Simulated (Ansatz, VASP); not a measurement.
Bi3B2: VASP beside Ansatz

```xyz
10
Lattice="0.0000 4.2816 4.2816 4.2816 0.0000 4.2816 4.2816 4.2816 0.0000" Properties=species:S:1:pos:R:3 pbc="T T T"
B     5.3547    3.2085    3.2085
B     3.2085    5.3547    3.2085
B     3.2085    3.2085    5.3547
B     5.3547    5.3547    5.3547
Bi    0.5719    2.1408    2.1408
Bi    3.7097    2.1408    2.1408
Bi    2.1408    3.7097    2.1408
Bi    2.1408    0.5719    2.1408
Bi    2.1408    2.1408    3.7097
Bi    2.1408    2.1408    0.5719
```

Alike in both runs: task single point; functional PBE; k mesh 4 × 4 × 4; occupations gaussian, width 0.1 eV; no spin polarisation.

|  | VASP | Ansatz |
| --- | --- | --- |
| version | VASP 6.6.1 | Ansatz 0.2.0 |
| potentials or method | VASP PAW PBE potentials, release 64 (B, Bi_d), cutoff 520 eV | scalar-relativistic, plane waves, PAW |
| valence electrons in the cell | 102 | 102 |

|  | VASP | Ansatz | Ansatz less VASP |
| --- | --- | --- | --- |
| gap on the k mesh at the Fermi level (eV) | none | none | - |
| rms of the force components (eV/Å) | 24.382 | 24.194 | -0.1875 |

Atom by atom the forces differ by 0.188 eV/Å (rms over components). A gap of «none» marks a metal or a gap that the smearing closes.

Spin-orbit coupling is off throughout.
